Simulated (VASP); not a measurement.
# AlRu (Pm-3m) in VASP: notebook

Runs on AlRu. Level: r2SCAN. Tasks: single point.

All numbers are computed with VASP 6.6.1; they aren't measurements. Logs are shortened: lines on timing, memory, paths and dates and some standing lists are left out, and cuts for length are marked.

**1. The cell of the first run**

It takes space group Pm-3m (No. 221, cubic). The conventional cell has a = 2.992 Å, b = 2.992 Å, c = 2.992 Å, α = 90.00°, β = 90.00°, γ = 90.00°. Al (site symmetry m-3m) has 8 Ru at 2.59 Å and 6 Al at 2.99 Å within 3.4 Å. Within 3.4 Å of Ru (site symmetry m-3m) lie 8 Al at 2.59 Å and 6 Ru at 2.99 Å.

**2. Single point, r2SCAN**

POSCAR

```
AlRu
1.0
    2.9916000000      0.0000000000      0.0000000000
    0.0000000000      2.9916000000      0.0000000000
    0.0000000000      0.0000000000      2.9916000000
Al Ru
1 1
Direct
    0.0000000000      0.0000000000      0.0000000000
    0.5000000000      0.5000000000      0.5000000000
```

INCAR.step1

```
SYSTEM = AlRu
PREC = Accurate ; ENCUT = 520
ISMEAR = -1 ; SIGMA = 0.1
LREAL = .False. ; LASPH = .True.
NELM = 60 ; NBANDS = 16
GGA = PE ; ALGO = Normal
EDIFF = 1E-4 ; LWAVE = .True.
LCHARG = .False.
```

INCAR.step2

```
SYSTEM = AlRu
PREC = Accurate ; ENCUT = 520
EDIFF = 1E-6 ; ISMEAR = -1
SIGMA = 0.1 ; LREAL = .False.
LASPH = .True. ; NELM = 60
ALGO = Normal ; ISIF = 2
LWAVE = .False. ; LCHARG = .False.
METAGGA = R2SCAN ; LMIXTAU = .True.
NBANDS = 16 ; ISTART = 1
```

KPOINTS

```
Automatic mesh
0
Gamma
  10 10 10
  0 0 0
```

Potentials or basis: VASP PAW PBE potentials, release 64 (Al, Ru_pv).

Run with:

```sh
cat potpaw_PBE.64/Al/POTCAR potpaw_PBE.64/Ru_pv/POTCAR > POTCAR
cp INCAR.step1 INCAR
mpirun -np 1 vasp_std > vasp.out
cp INCAR.step2 INCAR
mpirun -np 1 vasp_std > vasp.out
```

OUTCAR:

```text
SYSTEM = AlRu
   PREC = Accurate
   ENCUT = 520
   EDIFF = 1E-6
   ISMEAR = -1
   LREAL = .False.
   LASPH = .True.
   NELM = 60
   ISIF = 2
   METAGGA = R2SCAN
   ISTART = 1

 ion  position               nearest neighbor table
   1  0.000  0.000  0.000-   2 2.59   2 2.59   2 2.59   2 2.59   2 2.59   2 2.59   2 2.59   2 2.59

   2  0.500  0.500  0.500-   1 2.59   1 2.59   1 2.59   1 2.59   1 2.59   1 2.59   1 2.59   1 2.59

  LATTYP: Found a simple cubic cell.
 ALAT       =     2.9916000000

  Lattice vectors:

 A1 = (   2.9916000000,   0.0000000000,   0.0000000000)
 A2 = (   0.0000000000,   2.9916000000,   0.0000000000)
 A3 = (   0.0000000000,   0.0000000000,   2.9916000000)

Analysis of symmetry for initial positions (statically):
=====================================================================
 Subroutine PRICEL returns:
 Original cell was already a primitive cell.

 Routine SETGRP: Setting up the symmetry group for a
 simple cubic supercell.

 Subroutine GETGRP returns: Found 48 space group operations
 (whereof 48 operations were pure point group operations)
 out of a pool of 48 trial point group operations.

The static configuration has the point symmetry O_h .

Analysis of symmetry for dynamics (positions and initial velocities):
=====================================================================
 Subroutine PRICEL returns:
 Original cell was already a primitive cell.

 Routine SETGRP: Setting up the symmetry group for a
 simple cubic supercell.

 Subroutine GETGRP returns: Found 48 space group operations
 (whereof 48 operations were pure point group operations)
 out of a pool of 48 trial point group operations.

The dynamic configuration has the point symmetry O_h .

 Subroutine INISYM returns: Found 48 space group operations
 (whereof 48 operations are pure point group operations),
 and found     1 'primitive' translations

----------------------------------------------------------------------------------------

                                     Primitive cell

  volume of cell :      26.7738

  direct lattice vectors                    reciprocal lattice vectors
     2.991600000  0.000000000  0.000000000     0.334269287  0.000000000  0.000000000
     0.000000000  2.991600000  0.000000000     0.000000000  0.334269287  0.000000000
     0.000000000  0.000000000  2.991600000     0.000000000  0.000000000  0.334269287

  length of vectors
     2.991600000  2.991600000  2.991600000     0.334269287  0.334269287  0.334269287

  position of ions in fractional coordinates (direct lattice)
     0.000000000  0.000000000  0.000000000
     0.500000000  0.500000000  0.500000000

  ion indices of the primitive-cell ions
   primitive index   ion index
                 1           1
                 2           2

----------------------------------------------------------------------------------------

 KPOINTS: Automatic mesh

Automatic generation of k-mesh.
 Grid dimensions read from file:
 generate k-points for:   10   10   10

 Generating k-lattice:

  Cartesian coordinates                     Fractional coordinates (reciprocal lattice)
     0.033426929  0.000000000  0.000000000     0.100000000  0.000000000  0.000000000
     0.000000000  0.033426929  0.000000000     0.000000000  0.100000000  0.000000000
     0.000000000  0.000000000  0.033426929     0.000000000  0.000000000  0.100000000

  Length of vectors
     0.033426929  0.033426929  0.033426929

  Shift w.r.t. Gamma in fractional coordinates (k-lattice)
     0.000000000  0.000000000  0.000000000

 Subroutine IBZKPT returns following result:
 ===========================================

 Found     56 irreducible k-points:

 Following reciprocal coordinates:
            Coordinates               Weight
  0.000000  0.000000  0.000000      1.000000
  0.100000  0.000000  0.000000      6.000000
  0.200000  0.000000  0.000000      6.000000
  0.300000  0.000000  0.000000      6.000000
  0.400000  0.000000  0.000000      6.000000
  0.500000  0.000000  0.000000      3.000000
[... 16 lines left out ...]
  0.200000  0.100000  0.100000     24.000000
  0.300000  0.100000  0.100000     24.000000
 [... further k-points ...]
   k-points           NKPTS =     56   k-points in BZ     NKDIM =     56   number of bands    NBANDS=     16
   number of dos      NEDOS =    301   number of ions     NIONS =      2
   total plane-waves  NPLWV =  13824
   dimension x,y,z NGX =    24 NGY =   24 NGZ =   24
   dimension x,y,z NGXF=    48 NGYF=   48 NGZF=   48
   ions per type =               1   1
   NGX,Y,Z   is equivalent  to a cutoff of  13.34, 13.34, 13.34 a.u.
   NGXF,Y,Z  is equivalent  to a cutoff of  26.67, 26.67, 26.67 a.u.
 SYSTEM =  AlRu
   PREC   = accura    normal or accurate (medium, high low for compatibility)
   ISTART =      1    job   : 0-new  1-cont  2-samecut
   ICHARG =      0    charge: 1-file 2-atom 10-const
   ISPIN  =      1    spin polarized calculation?
   LNONCOLLINEAR =      F non collinear calculations
   LSORBIT =      F    spin-orbit coupling
   LASPH  =      T    aspherical Exc in radial PAW
   ENCUT  =  520.0 eV  38.22 Ry    6.18 a.u.   5.56  5.56  5.56*2*pi/ulx,y,z
   NELM   =     60;   NELMIN=  2; NELMDL=  0     # of ELM steps
   EDIFF  = 0.1E-05   stopping-criterion for ELM
   LREAL  =      F    real-space projection
   EDIFFG = 0.1E-04   stopping-criterion for IOM
   NSW    =      0    number of steps for IOM
   IBRION =     -1    ionic relax: 0-MD 1-quasi-New 2-CG
   NFREE  =      0    steps in history (QN), initial steepest desc. (CG)
   ISIF   =      2    stress and relaxation
   ISYM   =      2    0-nonsym 1-usesym 2-fastsym
   POTIM  = 0.5000    time-step for ionic-motion
   TEBEG  =    0.0;   TEEND  =   0.0 temperature during run
   PSTRESS=    0.0 pullay stress
   NELECT =      17.0000    total number of electrons
   NUPDOWN=      -1.0000    fix difference up-down
   EMIN   =  10.00;   EMAX   =-10.00  energy-range for DOS
   EFERMI =   0.00;   METHOD = LEGACY
   ISMEAR =    -1;   SIGMA  =   0.10  broadening in eV -4-tet -1-fermi 0-gaus
   EFERMI_NEDOS =   21; number of points for ismear=-14 and -15
   IALGO  =     38    algorithm
   IMIX   =      4    mixing-type and parameters
     AMIX     =   0.40;   BMIX     =  1.00
     AMIX_MAG =   1.60;   BMIX_MAG =  1.00
  volume/ion in A,a.u.               =      13.39        90.34
  Fermi-wavevector in a.u.,A,eV,Ry     =   1.407087  2.659009 26.938090  1.979894
  Thomas-Fermi vector in A             =   2.529382
   LORBIT       =      0    0 simple, 1 ext, 2 COOP (PROOUT), +10 PAW based schemes
   METAGGA = R2SCAN    functional components
   LHFCALC =     F    Hartree Fock is set to
   AEXX    =    0.0000 exact exchange contribution
   IVDW    =     0    specifies the selected vdW correction
   LEPSILON=     F    determine dielectric tensor
   LRPA    =     F    only Hartree local field effects (RPA)
 non-spin polarized calculation
  energy-cutoff  :      520.00
  volume of cell :       26.77
 maximum number of plane-waves:       739
 NGX is ok and might be reduce to    24
   NGX = 11   NGY = 11   NGZ = 11

 number of electron      16.9999995 magnetization

 Free energy of the ion-electron system (eV)
  ---------------------------------------------------
  ext. energy  EPLUGINS =         0.00000000
  ---------------------------------------------------
  free energy    TOTEN  =       -33.64085940 eV

  energy without entropy =      -33.59365557  energy(sigma->0) =      -33.61725749

 E-fermi :  10.5922     XC(G=0): -13.6159

 val. band max:       10.5837764281   @ k =   0.1000   0.1000   0.0000
 cond. band min:      10.6092010128   @ k =   0.2000   0.1000   0.0000
 fundamental gap:      0.0254245846
 Fermi energy:        10.5921768894

 k-point     1 :       0.0000    0.0000    0.0000
  band No.  band energies     occupation
      1     -32.5114      2.00000
      2     -32.5114      2.00000
      3     -32.5114      2.00000
      4       0.3955      2.00000
      5       6.8867      2.00000
      6       6.8867      2.00000
[... 8 lines left out ...]
     15      22.0362      0.00000
     16      27.0437      0.00000

 k-point     2 :       0.1000    0.0000    0.0000
  band No.  band energies     occupation
      1     -32.5338      2.00000
      2     -32.5095      2.00000
      3     -32.5095      2.00000
      4       0.5986      2.00000
      5       6.9485      2.00000
      6       6.9597      2.00000
[... 8 lines left out ...]
     15      22.7771      0.00000
     16      27.6590      0.00000

 k-point     3 :       0.2000    0.0000    0.0000
  band No.  band energies     occupation
      1     -32.5921      2.00000
      2     -32.5045      2.00000
      3     -32.5045      2.00000
      4       1.1892      2.00000
      5       7.0187      2.00000
      6       7.1600      2.00000
[... 8 lines left out ...]
     15      23.7933      0.00000
     16      28.9365      0.00000

 k-point     4 :       0.3000    0.0000    0.0000
  band No.  band energies     occupation
      1     -32.6636      2.00000
      2     -32.4983      2.00000
      3     -32.4983      2.00000
      4       2.1153      2.00000
      5       6.7630      2.00000
      6       7.4288      2.00000
[... 8 lines left out ...]
     15      24.4171      0.00000
     16      27.0450      0.00000
[... 324 lines left out ...]
 k-point    22 :       0.1000    0.1000    0.1000
  band No.  band energies     occupation
      1     -32.5317      2.00000
      2     -32.5288      2.00000
      3     -32.5288      2.00000
      4       0.9953      2.00000
      5       7.0982      2.00000
      6       7.0982      2.00000
[... 8 lines left out ...]
     15      22.7470      0.00000
     16      28.6350      0.00000

 k-point    23 :       0.2000    0.1000    0.1000
  band No.  band energies     occupation
      1     -32.5877      2.00000
      2     -32.5253      2.00000
      3     -32.5237      2.00000
      4       1.5658      2.00000
      5       7.1984      2.00000
      6       7.2886      2.00000
[... 8 lines left out ...]
     15      24.3309      0.00000
     16      27.7317      0.00000

 k-point    24 :       0.3000    0.1000    0.1000
  band No.  band energies     occupation
      1     -32.6586      2.00000
      2     -32.5187      2.00000
      3     -32.5173      2.00000
      4       2.4546      2.00000
      5       6.9056      2.00000
      6       7.5555      2.00000
[... 8 lines left out ...]
     15      25.2114      0.00000
     16      25.9998      0.00000

 [... further k-points ...]
[... 5 lines left out ...]
  --------------------------------------------------------------------------------------
  -------------------------------------------------------------------------------------
  Total       -0.2906078     -0.2906078     -0.2906078     -0.0000000     -0.0000000      0.0000000
  in kB      -17.3903107    -17.3903107    -17.3903107     -0.0000000     -0.0000000      0.0000000
  external PRESSURE =     -17.3903107 kB  Pullay stress =       0.0000000 kB

 VOLUME and BASIS-vectors are now :
 -----------------------------------------------------------------------------
  energy-cutoff  :      520.00
  volume of cell :       26.77
      direct lattice vectors                 reciprocal lattice vectors
     2.991600000  0.000000000  0.000000000     0.334269287  0.000000000  0.000000000
     0.000000000  2.991600000  0.000000000     0.000000000  0.334269287  0.000000000
     0.000000000  0.000000000  2.991600000     0.000000000  0.000000000  0.334269287

 POSITION                                       TOTAL-FORCE (eV/Angst)
 -----------------------------------------------------------------------------------
      0.00000      0.00000      0.00000         0.000000      0.000000      0.000000
      1.49580      1.49580      1.49580         0.000000      0.000000      0.000000
 -----------------------------------------------------------------------------------
    total drift:                                0.000000     -0.000000     -0.000000

  FREE ENERGIE OF THE ION-ELECTRON SYSTEM (eV)
  ---------------------------------------------------
  free  energy   TOTEN  =       -33.6408594013 eV

  energy  without entropy=      -33.5936555732  energy(sigma->0) =      -33.61725749
```

Run time: 2.1 min. Hardware: 1 thread of AMD EPYC 7R43 (Zen 3), shared host; peak memory 0.12 GiB.

What came out:

```yaml
Free_energy: -33.6409 eV
Pressure: -1.7 GPa
```

Caveat: the PAW data sets were made with another functional, which shifts forces and pressure a little.

**3. Single point, r2SCAN**

This run uses another cell than the first one, of 13.74 Å³/atom, 1.027 times its volume.

POSCAR

```
AlRu
1.0
    3.0179590674      0.0000000000      0.0000000000
    0.0000000000      3.0179590674      0.0000000000
    0.0000000000      0.0000000000      3.0179590674
Al Ru
1 1
Direct
    0.0000000000      0.0000000000      0.0000000000
    0.5000000000      0.5000000000      0.5000000000
```

INCAR.step1

```
SYSTEM = AlRu
PREC = Accurate
ENCUT = 520
ISMEAR = -1
SIGMA = 0.1
LREAL = .False.
LASPH = .True.
NELM = 80
NBANDS = 16
GGA = PE
ALGO = Normal
EDIFF = 1E-4
LWAVE = .True.
LCHARG = .False.
```

INCAR.step2

```
SYSTEM = AlRu
PREC = Accurate
ENCUT = 520
EDIFF = 1E-6
ISMEAR = -1
SIGMA = 0.1
LREAL = .False.
LASPH = .True.
NELM = 80
ALGO = Normal
ISIF = 2
LWAVE = .False.
LCHARG = .True.
METAGGA = R2SCAN
LMIXTAU = .True.
LELF = .True.
LVHAR = .True.
NBANDS = 16
ISTART = 1
```

KPOINTS is that of step 2.

Potentials or basis: VASP PAW PBE potentials, release 64 (Al, Ru_pv).

Run with:

```sh
cat potpaw_PBE.64/Al/POTCAR potpaw_PBE.64/Ru_pv/POTCAR > POTCAR
cp INCAR.step1 INCAR
mpirun -np 1 vasp_std > vasp.out
cp INCAR.step2 INCAR
mpirun -np 1 vasp_std > vasp.out
```

It took 1.9 min on 1 thread of AMD EPYC 7R43 (Zen 3), shared host; peak memory 0.12 GiB.

It converged, with:

| Property | Result |
| --- | --- |
| Free energy | -33.6212 eV |
| Pressure | -7.0 GPa |

Levels at points of the mesh, in eV from the Fermi level:
```tsv
k point	band 6	band 7	band 8	band 9	band 10	band 11	band 12	band 13
(0.00, 0.00, 0.00)	-3.56	0.13	0.13	0.13	6.36	6.36	6.36	10.31
(0.50, 0.00, 0.00)	-2.71	-1.66	-1.66	0.38	2.39	7.73	10.31	11.45
(0.50, 0.50, 0.00)	-1.48	-1.48	-1.22	-1.22	1.63	5.45	6.46	10.31
(0.50, 0.50, 0.50)	-4.79	1.72	1.72	3.01	4.23	4.23	4.23	8.69
```

Caveat: the PAW data sets were made with another functional, which shifts forces and pressure a little.

**4. Single point, r2SCAN**

This run uses another cell than the first one, of 14.10 Å³/atom, 1.053 times its volume.

POSCAR

```
AlRu
1.0
    3.0438655626      0.0000000000      0.0000000000
    0.0000000000      3.0438655626      0.0000000000
    0.0000000000      0.0000000000      3.0438655626
Al Ru
1 1
Direct
    0.0000000000      0.0000000000      0.0000000000
    0.5000000000      0.5000000000      0.5000000000
```

INCAR.step1

```
SYSTEM = AlRu
ALGO = Normal ; EDIFF = 1E-4
ENCUT = 520 ; GGA = PE
ISMEAR = -1 ; LASPH = .True.
LCHARG = .False. ; LREAL = .False.
LWAVE = .True. ; NBANDS = 16
NELM = 100 ; PREC = Accurate
SIGMA = 0.1
```

INCAR.step2

```
SYSTEM = AlRu
ALGO = Normal ; EDIFF = 1E-6
ENCUT = 520 ; ISIF = 2
ISMEAR = -1 ; ISTART = 1
LASPH = .True. ; LCHARG = .True.
LELF = .True. ; LMIXTAU = .True.
LREAL = .False. ; LVHAR = .True.
LWAVE = .False. ; METAGGA = R2SCAN
NBANDS = 16 ; NELM = 100
PREC = Accurate ; SIGMA = 0.1
```

KPOINTS

```
k-points
0
Gamma
  10 10 10
  0 0 0
```

Run with:

```sh
cat potpaw_PBE.64/Al/POTCAR potpaw_PBE.64/Ru_pv/POTCAR > POTCAR
cp INCAR.step1 INCAR
mpirun -np 1 vasp_std > vasp.out
cp INCAR.step2 INCAR
mpirun -np 1 vasp_std > vasp.out
```

It took 2.3 min on 1 thread of AMD EPYC 7R43 (Zen 3), shared host; peak memory 0.12 GiB.

Results (log left out):

| Item | Value |
| --- | --- |
| Free energy | -33.5793 eV |
| Pressure | -11.6 GPa |

Levels at points of the mesh, in eV from the Fermi level:
```tsv
k point	band 5	band 6	band 7	band 8	band 9	band 10	band 11	band 12	band 13	band 14
(0.00, 0.00, 0.00)	-3.42	-3.42	0.12	0.12	0.12	6.23	6.23	6.23	10.29	11.13
(0.50, 0.00, 0.00)	-5.62	-2.60	-1.61	-1.61	0.36	2.29	7.75	10.29	11.31	11.31
(0.50, 0.50, 0.00)	-2.96	-1.46	-1.46	-1.17	-1.17	1.57	5.28	6.20	10.29	10.98
(0.50, 0.50, 0.50)	-4.64	-4.64	1.66	1.66	2.84	4.17	4.17	4.17	8.45	8.45
```

Caveat: the PAW data sets were made with another functional, which shifts forces and pressure a little.

(Part 1 of 2 ends here.)
